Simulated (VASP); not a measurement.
Input of a VASP 6.6.1 run:

The input INCAR:

```
SYSTEM = W16N
ALGO     = Normal         ! electronic algorithm
EDIFF    = 1E-6           ! SCF threshold, eV
ENCUT    = 520            ! plane-wave cutoff, eV
GGA      = PE             ! functional
ISIF     = 2              ! what is computed and relaxed
ISMEAR   = -1             ! smearing method
IVDW     = 12             ! dispersion correction
LASPH    = .TRUE.         ! aspherical terms in the spheres
LCHARG   = .FALSE.        ! write CHGCAR
LREAL    = Auto         
LWAVE    = .FALSE.        ! write WAVECAR
NBANDS   = 128            ! bands
NELM     = 60             ! most SCF steps
PREC     = Accurate       ! precision mode
SIGMA    = 0.1            ! smearing width, eV
```

KPOINTS

```
k-points
0
G
  3 3 3
  0 0 0
```

POSCAR

```
W16N
1.0
    6.3200000000      0.0000000000      0.0000000000
    0.0000000000      6.3200000000      0.0000000000
    0.0000000000      0.0000000000      6.3200000000
W N
16 1
Direct
    0.0000903481      0.0002297468      0.0074318038
    0.5000662975     -0.0087734177     -0.0015691456
    0.0000901899      0.4997479430      0.0074291139
    0.0000672468      0.0002283228      0.5069441456
    0.2954490506      0.2499930380      0.2571884494
    0.5000666139      0.5087466772     -0.0015742089
    0.5000927215     -0.0087697785      0.5159466772
    0.7047162975      0.2499927215      0.2571645570
    0.0000669304      0.4997488924      0.5069476266
    0.2516079114      0.7499795886      0.2571806962
    0.2516033228      0.2499854430      0.7571992089
    0.5000927215      0.5087420886      0.5159507911
    0.7485571203      0.7499795886      0.2571840190
    0.7485617089      0.2499852848      0.7572148734
    0.2443867089      0.7499843354      0.7571846519
    0.7557621835      0.7499844937      0.7572098101
    0.0000829114      0.2499876582      0.2572071203
```

Potentials or basis: VASP PAW PBE potentials, release 64 (W_sv, N).

Command:

```bash
$ cat potpaw_PBE.64/W_sv/POTCAR potpaw_PBE.64/N/POTCAR > POTCAR
$ mpirun -np 1 vasp_std > vasp.out
```

Question: Estimate the largest force.

Answer: 0.081 eV/Å.

Question: What does it give for the dispersion energy per atom?

Answer: -0.684 eV.

Stress tensor (GPa, compression positive):
```
19.96  0.00  0.00
 0.00  6.24  0.00
 0.00  0.00  6.23
```
